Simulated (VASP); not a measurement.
# H22CO11 in VASP: notebook, part 4 of 4

VASP 6.6.1. Earlier steps stand in the parts before.

**7. Single point, PBE+D3(BJ)**

This run uses another cell than the first one, of 6.18 Å³/atom, 1.273 times its volume.

The input, INCAR:

```
PREC     = Accurate       # precision mode
ENCUT    = 520            # plane-wave cutoff, eV
EDIFF    = 1E-6           # SCF threshold, eV
ISMEAR   = -1             # smearing method
SIGMA    = 0.05           # smearing width, eV
LREAL    = Auto         
LASPH    = True           # aspherical terms in the spheres
NELM     = 100            # most SCF steps
ALGO     = Normal         # electronic algorithm
ISIF     = 2              # what is computed and relaxed
LWAVE    = False          # write WAVECAR
LCHARG   = False          # write CHGCAR
GGA      = PE             # functional
IVDW     = 12             # dispersion correction
NBANDS   = 69             # bands
```

The input, KPOINTS:

```
regular mesh
0
Gamma
  1 1 1
```

The input, POSCAR:

```
H22CO11
1.0
    5.9464600000      0.0000000000      0.0000000000
    0.0000000000      5.9464600000      0.0000000000
    0.0000000000      0.0000000000      5.9464600000
O H C
11 22 1
Direct
    0.8503210313      0.1559919683      1.0260894717
    0.6139282867      0.4956898726      0.7155685904
    0.2033310575      1.0132246748      0.2583217578
    0.9918337969      0.7488152615     -0.0836632215
    0.8477817054     -0.1928037858      0.4477621980
    0.6447533491      0.5272885044      0.1531667580
    0.1227957474      0.4706161313      0.2024565876
    0.0482976426      0.2714892558      0.6502860525
    0.2846903872      0.7166784944      0.5926046757
    0.6105481244      0.1458514814      0.4439784342
    0.4126152366      0.1067357722     -0.1663510727
    0.9166125729      0.1633913286      0.8847112400
    0.9029069396     -0.0169176283      1.0831654463
    0.4087810227      0.6005085379      0.6136928526
    0.6052676719      0.3407909916      0.6540529996
    0.1999508952      0.9850398388      0.4290956300
    0.3532017368      1.0283260965      0.2612815019
    1.0747402656      0.5630745015      0.0675696128
    0.8810451933      0.6911002512     -0.1842440713
    0.9901353074     -0.2266390424      0.3513855302
    0.7310567968     -0.3145568960      0.4168362353
    0.7555251360      0.3943522701      0.1228125641
    0.5826155393      0.4853139515     -0.1263945272
    0.5082351517      0.4597020748      0.1729264134
    0.0689149511      0.3295574174      0.2269921937
    0.1926860687      0.2444984075      0.7063193900
    0.0324899184      0.4220326043      0.5725423193
    0.1240233685      0.7907057308      0.7996185966
    0.2056181325      0.6203859103      0.4664960329
    0.5267671859      0.0647444026      0.5562132765
    0.7087409988      0.0361223316      0.4039546217
    0.6406164340     -0.1411932477     -0.2198619010
    0.4763506355     -0.1432785220      0.0434039748
    0.5178375033     -0.0558483535     -0.1068871228
```

Potentials or basis: VASP PAW PBE potentials, release 64 (O, H, C).

Started as:

```sh
$ cat potpaw_PBE.64/O/POTCAR potpaw_PBE.64/H/POTCAR potpaw_PBE.64/C/POTCAR > POTCAR
$ mpirun -np 1 vasp_gam > vasp.out
```

OUTCAR:

```text
PREC = Accurate
   ENCUT = 520
   EDIFF = 1E-6
   ISMEAR = -1
   LREAL = Auto
   LASPH = True
   NELM = 100
   ISIF = 2
   GGA = PE
   IVDW = 12
 IVDW          = 12

 ion  position               nearest neighbor table
   1  0.850  0.156  0.026-  12 0.93  13 1.13
   2  0.614  0.496  0.716-  23 0.96  15 0.99
   3  0.203  0.013  0.258-  17 0.90  16 1.03
   4  0.992  0.749  0.916-  19 0.95  28 1.08
   5  0.848  0.807  0.448-  21 1.02  20 1.04
   6  0.645  0.527  0.153-  24 0.91  22 1.04
   7  0.123  0.471  0.202-  25 0.91  18 1.01
   8  0.048  0.271  0.650-  26 0.93  27 1.01
   9  0.285  0.717  0.593-  14 1.02  29 1.05
  10  0.611  0.146  0.444-  31 0.91  30 0.96
  11  0.413  0.107  0.834-  34 1.20
  12  0.917  0.163  0.885-   1 0.93
  13  0.903  0.983  0.083-   1 1.13
  14  0.409  0.601  0.614-   9 1.02
  15  0.605  0.341  0.654-   2 0.99
  16  0.200  0.985  0.429-   3 1.03
[... 15 lines left out ...]
  32  0.641  0.859  0.780-  34 1.11
  33  0.476  0.857  0.043-  34 1.06
  34  0.518  0.944  0.893-  33 1.06  32 1.11  11 1.20

  LATTYP: Found a simple cubic cell.
 ALAT       =     5.9464600000

  Lattice vectors:

 A1 = (   5.9464600000,   0.0000000000,   0.0000000000)
 A2 = (   0.0000000000,   5.9464600000,   0.0000000000)
 A3 = (   0.0000000000,   0.0000000000,   5.9464600000)

Analysis of symmetry for initial positions (statically):
=====================================================================
 Subroutine PRICEL returns:
 Original cell was already a primitive cell.

 Routine SETGRP: Setting up the symmetry group for a
 simple cubic supercell.

 Subroutine GETGRP returns: Found  1 space group operations
 (whereof  1 operations were pure point group operations)
 out of a pool of 48 trial point group operations.
[... 173 lines left out ...]
   IMIX   =      4    mixing-type and parameters
     AMIX     =   0.40;   BMIX     =  1.00
     AMIX_MAG =   1.60;   BMIX_MAG =  1.00
  volume/ion in A,a.u.               =       6.18        41.73
  Fermi-wavevector in a.u.,A,eV,Ry     =   1.242832  2.348611 21.015971  1.544630
  Thomas-Fermi vector in A             =   2.377169
   LORBIT       =      0    0 simple, 1 ext, 2 COOP (PROOUT), +10 PAW based schemes
   GGA     = PE    functional components
   LHFCALC =     F    Hartree Fock is set to
   AEXX    =    0.0000 exact exchange contribution
   IVDW    =    12    specifies the selected vdW correction
   LEPSILON=     F    determine dielectric tensor
   LRPA    =     F    only Hartree local field effects (RPA)
 non-spin polarized calculation
  energy-cutoff  :      520.00
  volume of cell :      210.27
 maximum number of plane-waves:      2848
 NGX is ok and might be reduce to    48
   NGX = 23   NGY = 23   NGZ = 23

 number of electron      92.0000004 magnetization

 Free energy of the ion-electron system (eV)
  ---------------------------------------------------
  ext. energy  EPLUGINS =         0.00000000
  ---------------------------------------------------
  free energy    TOTEN  =      -163.08892749 eV

  energy without entropy =     -163.08892749  energy(sigma->0) =     -163.08892749

 E-fermi :   0.4439     XC(G=0):  -9.1610

 val. band max:       -0.7886586420   @ k =   0.0000   0.0000   0.0000
 cond. band min:       3.0425160665   @ k =   0.0000   0.0000   0.0000
 fundamental gap:      3.8311747086
 Fermi energy:         0.4438793546

 k-point     1 :       0.0000    0.0000    0.0000
  band No.  band energies     occupation
      1     -21.8675      2.00000
      2     -20.8233      2.00000
      3     -20.3138      2.00000
      4     -20.1931      2.00000
      5     -19.9064      2.00000
      6     -19.8297      2.00000
[... 50 lines left out ...]
     57       9.2884      0.00000
     58       9.7443      0.00000
 [bands above 58 left out]

------------------------ aborting loop because EDIFF is reached ----------------------------------------

 Edisp (eV)   -2.07018

 E8    (eV) :    -0.4404

  FORCE on cell =-STRESS in cart. coord.  units (eV):
  Direction    XX          YY          ZZ          XY          YZ          ZX
  --------------------------------------------------------------------------------------
  -------------------------------------------------------------------------------------
  Total      22.46022    10.97432    12.28432    -0.63867    -2.47595     0.22385
  in kB     171.13902    83.62051    93.60222    -4.86645   -18.86585     1.70563
  external pressure =      116.12 kB  Pullay stress =        0.00 kB

 VOLUME and BASIS-vectors are now :
 -----------------------------------------------------------------------------
  energy-cutoff  :      520.00
  volume of cell :      210.27
      direct lattice vectors                 reciprocal lattice vectors
     5.946460000  0.000000000  0.000000000     0.168167279  0.000000000  0.000000000
     0.000000000  5.946460000  0.000000000     0.000000000  0.168167279  0.000000000
     0.000000000  0.000000000  5.946460000     0.000000000  0.000000000  0.168167279

 POSITION                                       TOTAL-FORCE (eV/Angst)
 -----------------------------------------------------------------------------------
      5.05640      0.92760      0.15514        -1.143969     -3.749844      4.063699
      3.65070      2.94760      4.25510         0.141689     -0.571089     -1.318518
      1.20910      0.07864      1.53610        -4.468501     -1.083417      2.758433
      5.89790      4.45280      5.44896         2.647810      1.093198     -0.645061
      5.04130      4.79996      2.66260         0.923259     -1.615747     -1.133499
      3.83400      3.13550      0.91080         3.603413      0.485986     -0.836803
[... 26 lines left out ...]
      2.83260      5.09446      0.25810         0.008800     -0.566248      1.307700
      3.07930      5.61436      5.31086         1.413809     -1.117746     -0.653552
 -----------------------------------------------------------------------------------
    total drift:                               -0.006634     -0.002388      0.005367

  FREE ENERGIE OF THE ION-ELECTRON SYSTEM (eV)
  ---------------------------------------------------
  free  energy   TOTEN  =      -165.1591086421 eV

  energy  without entropy=     -165.1591086421  energy(sigma->0) =     -165.15910864
```

Wall time 69 s (1 thread of AMD EPYC 7R13, shared host); peak memory 0.28 GiB.

Results:

```yaml
Free_energy: -165.1591 eV
Pressure: 11.6 GPa
Largest_force: 5.647 eV/Å
Band_gap_on_the_k_mesh: 3.83 eV
Dispersion_energy_per_atom: -0.061 eV
```

Forces in eV/Å, atoms in the order of the input:
```
O   -1.144 -3.750  4.064
O    0.142 -0.571 -1.319
O   -4.469 -1.083  2.758
O    2.648  1.093 -0.645
O    0.923 -1.616 -1.133
O    3.603  0.486 -0.837
O    2.628  4.329  0.717
O   -2.619  1.255 -1.595
O   -0.968 -1.691 -2.183
O   -3.482  3.597  0.479
O   -1.354  1.401 -0.409
H    1.270  0.557 -2.840
H   -0.695  3.444 -1.392
H    0.594  0.705  1.037
H    0.611  0.321 -0.266
H   -0.778  0.307 -1.776
H    5.359  0.978 -0.782
H   -0.331 -0.431  0.217
H   -0.869 -0.670 -0.762
H   -2.422  0.196  0.946
H    1.520  0.822 -0.421
H   -1.262  0.809  0.485
H    0.014  0.106  1.073
H   -3.319 -1.740  0.877
H   -1.301 -3.599 -0.197
H    2.159  0.188  0.693
H    0.309 -1.757  1.029
H   -1.618 -1.056  1.256
H    0.676  1.424  0.754
H   -0.704  0.084  0.553
H    3.739 -3.010 -1.290
H   -0.282  0.554  0.255
H    0.009 -0.566  1.308
C    1.414 -1.118 -0.654
```

Caveat: the k points lie up to 1.06 Å⁻¹ apart.

**8. The runs side by side**

```csv
cell,gap on the mesh (eV),pressure (GPa),largest force (eV/Å)
"a = 5.486 Å, 34 atoms",3.45,25.0,4.46
"a = 5.773 Å, 34 atoms",2.69,23.2,5.44
"a = 5.882 Å, 34 atoms",3.95,8.3,4.56
"a = 5.323 Å, 34 atoms",3.89,42.0,5.18
"a = 5.519 Å, 34 atoms",5.06,27.4,4.46
"a = 5.946 Å, 34 atoms",3.83,11.6,5.65
```

Alike in all rows: task single point; level PBE+D3(BJ); potentials or basis VASP PAW PBE potentials, release 64 (O, H, C); no spin polarisation; k mesh 1 × 1 × 1; cutoff (eV) 520; smearing fermi-dirac 0.05 eV.

Caveats: all runs use coarse meshes.

Total energies depend on the potentials used, so only differences within one code and one set of settings carry meaning.
